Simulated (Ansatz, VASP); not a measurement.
## SnO2 in VASP and in Ansatz

```
CELL_PARAMETERS angstrom
-2.00007 2.00007 5.12368
2.00007 -2.00007 5.12368
2.00007 2.00007 -5.12368
ATOMIC_POSITIONS crystal
Sn 0.75000 0.25000 0.50000
Sn 0.00000 0.00000 0.00000
O 0.79652 0.79652 0.00000
O 0.95348 0.45348 0.50000
O 0.20348 0.20348 0.00000
O 0.54652 0.04652 0.50000
```

Alike in both runs: task single point; functional LDA; k mesh 6 × 6 × 6; no spin polarisation.

|  | VASP | Ansatz |
| --- | --- | --- |
| version | VASP 6.6.1 | Ansatz 0.2.0 |
| potentials or method | VASP PAW LDA potentials, release 64 (Sn_d, O), cutoff 520 eV | plane waves, PAW |
| occupations | gaussian, width 0.01 eV | fixed |
| valence electrons in the cell | 52 | 52 |

VASP gave:

| Quantity | Value |
| --- | --- |
| pressure (GPa) | -3.0 |
| traceless stress, the component that is largest in VASP (GPa) | -0.63 |
| rms of the force components (eV/Å) | 0.074 |

Estimate Ansatz's values.

pressure (GPa): -3.9; traceless stress, the component that is largest in VASP (GPa): -0.84; rms of the force components (eV/Å): 0.091.

LDA's correlation is that of Perdew and Zunger in VASP and of Perdew and Wang (1992) in Ansatz. Atom by atom the forces differ by 0.017 eV/Å (rms over components).
